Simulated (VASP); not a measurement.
# Al (P-1) in VASP: single point with PBE

Aim: the single point of Al with PBE.

All numbers are computed with VASP 6.6.1; they aren't measurements. Logs are shortened: lines on timing, memory, paths and dates and some standing lists are left out, and cuts for length are marked.

## 1. The cell of the first run

The typed cell holds 4 atoms: a = 2.802 Å, b = 2.802 Å, c = 9.184 Å, α = 85.33°, β = 90.00°, γ = 109.47°.

## 2. Single point, PBE

File INCAR:

```
  PREC = Accurate
  ENCUT = 520
  EDIFF = 1E-6
  ISMEAR = 0
  SIGMA = 0.15
  LREAL = False
  LASPH = True
  NELM = 60
  ALGO = Fast
  ISIF = 2
  LWAVE = False
  LCHARG = True
  GGA = PE
  LELF = True
  LVHAR = True
  NBANDS = 14
```

File KPOINTS:

```
regular mesh
0
Gamma
  16 16 5
```

File POSCAR:

```
Al
1.0
   -1.6174623135      1.6174623135     -1.6174623135
   -1.6174623135     -1.6174623135      1.6174623135
   -0.6469849254      6.1463567915      6.7933417169
Al
4
Direct
   -0.0875000000     -0.2625000000      0.8750000000
    0.4875000000      0.4625000000      0.1250000000
   -0.0375000000     -0.1125000000      0.3750000000
    0.4375000000      0.3125000000      0.6250000000
```

Potentials or basis: VASP PAW PBE potentials, release 64 (Al).

Launch:

```console
$ cat potpaw_PBE.64/Al/POTCAR > POTCAR
$ mpirun -np 1 vasp_std > vasp.out
```

OUTCAR:

```text
PREC = Accurate
   ENCUT = 520
   EDIFF = 1E-6
   ISMEAR = 0
   LREAL = False
   LASPH = True
   NELM = 60
   ISIF = 2
   GGA = PE

 ion  position               nearest neighbor table
   1  0.913  0.737  0.875-   2 2.53   4 2.80   4 2.80   2 3.00   4 3.23   4 3.23   2 3.25
   2  0.487  0.462  0.125-   1 2.53   3 2.80   3 2.80   1 3.00   3 3.23   3 3.23   1 3.25
   3  0.962  0.888  0.375-   2 2.80   4 2.80   4 2.80   2 2.80   4 3.23   2 3.23   2 3.23   4 3.23

   4  0.438  0.312  0.625-   1 2.80   3 2.80   3 2.80   1 2.80   1 3.23   3 3.23   3 3.23   1 3.23

  LATTYP: Found a triclinic cell.
 ALAT       =     2.8015269063
 B/A-ratio  =     1.0000000000
 C/A-ratio  =     3.4273410492
 COS(alpha) =     0.0194514248
 COS(beta)  =     0.2917713719
 COS(gamma) =     0.3333333333

  Lattice vectors:

 A1 = (   1.6174623135,  -1.6174623135,   1.6174623135)
 A2 = (  -1.6174623135,  -1.6174623135,   1.6174623135)
 A3 = (   2.2644472389,  -7.7638191050,  -5.1758794034)

Analysis of symmetry for initial positions (statically):
=====================================================================
 Subroutine PRICEL returns:
 Original cell was already a primitive cell.

 Routine SETGRP: Setting up the symmetry group for a
 triclinic supercell.

 Subroutine GETGRP returns: Found  2 space group operations
 (whereof  1 operations were pure point group operations)
 out of a pool of  2 trial point group operations.

The static configuration has the point symmetry C_1 .
 The point group associated with its full space group is S_2 .

Analysis of symmetry for dynamics (positions and initial velocities):
=====================================================================
 Subroutine PRICEL returns:
 Original cell was already a primitive cell.

 Routine SETGRP: Setting up the symmetry group for a
 triclinic supercell.

 Subroutine GETGRP returns: Found  2 space group operations
 (whereof  1 operations were pure point group operations)
 out of a pool of  2 trial point group operations.

The dynamic configuration has the point symmetry C_1 .
 The point group associated with its full space group is S_2 .

 Subroutine INISYM returns: Found  2 space group operations
 (whereof  1 operations are pure point group operations),
 and found     1 'primitive' translations

----------------------------------------------------------------------------------------

                                     Primitive cell

  volume of cell :      67.7053
[... 101 lines left out ...]
   POTIM  = 0.5000    time-step for ionic-motion
   TEBEG  =    0.0;   TEEND  =   0.0 temperature during run
   PSTRESS=    0.0 pullay stress
   NELECT =      12.0000    total number of electrons
   NUPDOWN=      -1.0000    fix difference up-down
   EMIN   =  10.00;   EMAX   =-10.00  energy-range for DOS
   EFERMI =   0.00;   METHOD = LEGACY
   ISMEAR =     0;   SIGMA  =   0.15  broadening in eV -4-tet -1-fermi 0-gaus
   EFERMI_NEDOS =   21; number of points for ismear=-14 and -15
   IALGO  =     68    algorithm
   IMIX   =      4    mixing-type and parameters
     AMIX     =   0.40;   BMIX     =  1.00
     AMIX_MAG =   1.60;   BMIX_MAG =  1.00
  volume/ion in A,a.u.               =      16.93       114.22
  Fermi-wavevector in a.u.,A,eV,Ry     =   0.919590  1.737774 11.505718  0.845646
  Thomas-Fermi vector in A             =   2.044801
   LORBIT       =      0    0 simple, 1 ext, 2 COOP (PROOUT), +10 PAW based schemes
   GGA     = PE    functional components
   LHFCALC =     F    Hartree Fock is set to
   AEXX    =    0.0000 exact exchange contribution
   IVDW    =     0    specifies the selected vdW correction
   LEPSILON=     F    determine dielectric tensor
   LRPA    =     F    only Hartree local field effects (RPA)
 non-spin polarized calculation
 RMM-DIIS sequential band-by-band and
 Gauss-broadening in eV      SIGMA  =   0.15
  energy-cutoff  :      520.00
  volume of cell :       67.71
 maximum number of plane-waves:      1847
 NGX is ok and might be reduce to    24
   NGX = 11   NGY = 11   NGZ = 35

 number of electron      12.0000000 magnetization

 Free energy of the ion-electron system (eV)
  ---------------------------------------------------
  ext. energy  EPLUGINS =         0.00000000
  ---------------------------------------------------
  free energy    TOTEN  =       -14.50144312 eV

  energy without entropy =      -14.48251529  energy(sigma->0) =      -14.49197921

 E-fermi :   7.7028     XC(G=0): -10.1023

 val. band max:        7.7021905565   @ k =   0.3750   0.5000   0.2000
 cond. band min:       7.7057241890   @ k =   0.5000  -0.1875   0.4000
 fundamental gap:      0.0035336325
 Fermi energy:         7.7027884230

 k-point     1 :       0.0000    0.0000    0.0000
  band No.  band energies     occupation
      1      -3.2262      2.00000
      2      -1.4714      2.00000
      3      -1.4645      2.00000
      4       3.4825      2.00000
      5       3.9048      2.00000
      6      11.8415      0.00000
      7      11.9721      0.00000
      8      15.8778      0.00000
      9      16.0729      0.00000
     10      16.7297      0.00000
     11      16.9040      0.00000
     12      17.3607      0.00000
     13      17.6744      0.00000
     14      17.9498      0.00000
[... 377 lines left out ...]
      1      -2.9224      2.00000
      2      -1.1902      2.00000
      3      -1.1454      2.00000
      4       3.7596      2.00000
      5       4.2064      2.00000
      6      12.0212      0.00000
      7      12.2490      0.00000
      8      12.9640      0.00000
      9      14.1743      0.00000
     10      14.7444      0.00000
     11      16.8670      0.00000
     12      17.3922      0.00000
     13      17.8893      0.00000
     14      18.2081      0.00000

 [... further k-points ...]
[... 5 lines left out ...]
  --------------------------------------------------------------------------------------
  -------------------------------------------------------------------------------------
  Total       -0.0494915      0.1884935      1.3190142      0.4632780      0.4460039      0.6016158
  in kB       -1.1711675      4.4605097     31.2131480     10.9630078     10.5542338     14.2366352
  external PRESSURE =      11.5008300 kB  Pullay stress =       0.0000000 kB

 VOLUME and BASIS-vectors are now :
 -----------------------------------------------------------------------------
  energy-cutoff  :      520.00
  volume of cell :       67.71
      direct lattice vectors                 reciprocal lattice vectors
    -1.617462313  1.617462313 -1.617462313    -0.309126213  0.146834951 -0.162291262
    -1.617462313 -1.617462313  1.617462313    -0.309126213 -0.177747573  0.131378641
    -0.646984925  6.146356791  6.793341717     0.000000000  0.077281553  0.077281553

 POSITION                                       TOTAL-FORCE (eV/Angst)
 -----------------------------------------------------------------------------------
     -3.23492      5.66112      5.66112        -0.419089     -0.260328     -0.598358
     -1.61746      0.80873      0.80873         0.419089      0.260328      0.598358
     -3.23492      2.42619      2.42619        -0.020222     -0.030634     -0.014793
     -1.61746      4.04366      4.04366         0.020222      0.030634      0.014793
 -----------------------------------------------------------------------------------
    total drift:                               -0.000001     -0.000000     -0.000000

  FREE ENERGIE OF THE ION-ELECTRON SYSTEM (eV)
  ---------------------------------------------------
  free  energy   TOTEN  =       -14.5014431208 eV

  energy  without entropy=      -14.4825152897  energy(sigma->0) =      -14.49197921
```

OSZICAR:

```text
N       E                     dE             d eps       ncg     rms          rms(c)
DAV:   1     0.583487321444E+01    0.58349E+01   -0.42477E+03 17976   0.681E+02
DAV:   2    -0.139470675452E+02   -0.19782E+02   -0.18270E+02 23294   0.854E+01
DAV:   3    -0.145923412790E+02   -0.64527E+00   -0.63783E+00 23462   0.127E+01
DAV:   4    -0.145967978739E+02   -0.44566E-02   -0.44556E-02 21322   0.132E+00
DAV:   5    -0.145968491711E+02   -0.51297E-04   -0.51296E-04 23544   0.147E-01    0.249E+00
RMM:   6    -0.145396553358E+02    0.57194E-01   -0.80365E-03 18428   0.464E-01    0.144E+00
RMM:   7    -0.145036477580E+02    0.36008E-01   -0.14230E-02 18509   0.631E-01    0.223E-01
RMM:   8    -0.145016473726E+02    0.20004E-02   -0.11169E-03 19458   0.194E-01    0.153E-01
RMM:   9    -0.145014663806E+02    0.18099E-03   -0.23455E-04 20390   0.885E-02    0.243E-02
RMM:  10    -0.145014417817E+02    0.24599E-04   -0.75454E-05 20537   0.470E-02    0.289E-02
RMM:  11    -0.145014452070E+02   -0.34253E-05   -0.16424E-05 21158   0.280E-02    0.554E-03
RMM:  12    -0.145014431962E+02    0.20108E-05   -0.43891E-06 20481   0.125E-02    0.131E-03
RMM:  13    -0.145014431208E+02    0.75450E-07   -0.10824E-06 13214   0.721E-03
   1 F= -.14501443E+02 E0= -.14491979E+02  d E =-.189278E-01
```

It took 9.8 min on 1 thread of Intel Xeon 8259CL, shared host; peak memory 0.54 GiB.

Results:

| Property | Result |
| --- | --- |
| Free energy | -14.5014 eV |
| Pressure | 1.2 GPa |
| Largest force | 0.776 eV/Å |
| Band gap on the k mesh | zero (bands 6 and 7 overlap by 6.39 eV) |

Forces on the atoms (eV/Å):
```
Al  -0.419 -0.260 -0.598
Al   0.419  0.260  0.598
Al  -0.020 -0.031 -0.015
Al   0.020  0.031  0.015
```
